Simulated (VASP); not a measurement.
Write the native input for VASP 6.6.1 that does the following.

```yaml
Task: single point
Functional: PBE
Potentials_or_basis: VASP PAW PBE potentials, release 64 (Se, Zn)
Cutoff: 520 eV
k_mesh: 2 × 2 × 1
Occupations: gaussian, width 0.05 eV
Spin: no spin polarisation
Dipole_correction: yes
Further_INCAR_settings: LREAL = Auto; ALGO = Normal; EDIFF = 1e-06; NBANDS = 86
```

The structure of ZnSe lies in POSCAR:

```
ZnSe
1.0
    8.1060462700      0.0000000000      0.0000000000
   -4.0530231350      7.0200419941      0.0000000000
    0.0000000000      0.0000000000     20.1365994152
Se Zn
8 8
Direct
    0.5000000000      0.0000000000      0.3972865445
    0.5000000000      0.5000000000      0.3972865445
    0.0000000000      0.0000000000      0.3972865445
    0.0000000000      0.5000000000      0.3972865445
    0.6666666667      0.8333333333      0.5754636953
    0.6666666667      0.3333333333      0.5754636953
    0.1666666667      0.8333333333      0.5754636953
    0.1666666667      0.3333333333      0.5754636953
    0.1666666667      0.8333333333      0.4383719267
    0.1666666667      0.3333333333      0.4383719267
    0.6666666667      0.8333333333      0.4383719267
    0.6666666667      0.3333333333      0.4383719267
    0.3333333333      0.6666666667      0.5420208844
    0.3333333333      0.1666666667      0.5420208844
    0.8333333333      0.6666666667      0.5420208844
    0.8333333333      0.1666666667      0.5420208844
```

These files were run (other wordings do the same):

INCAR

```
ALGO = Normal ; DIPOL = 0.5 0.5 0.488
EDIFF = 1E-6 ; ENCUT = 520
GGA = PE ; IDIPOL = 3
ISIF = 2 ; ISMEAR = 0
LASPH = T ; LCHARG = F
LDIPOL = T ; LREAL = Auto
LWAVE = F ; NBANDS = 86
NELM = 60 ; PREC = Accurate
SIGMA = 0.05
```

KPOINTS

```
k-points
0
Gamma
  2 2 1
```

Potentials or basis: VASP PAW PBE potentials, release 64 (Se, Zn).

Command:

```bash
$ cat potpaw_PBE.64/Se/POTCAR potpaw_PBE.64/Zn/POTCAR > POTCAR
$ mpirun -np 1 vasp_std > vasp.out
```

Results of the run:

The largest force is 0.441 eV/Å. The band gap on the k mesh is 0.95 eV.

Caveat: the k points lie up to 0.45 Å⁻¹ apart.

It took 7.7 min on 1 thread of Intel(R) Xeon(R) Platinum 8259CL CPU @ 2.50GHz (Skylake/Cascade Lake), with other jobs on the host, peak memory 1 GiB.
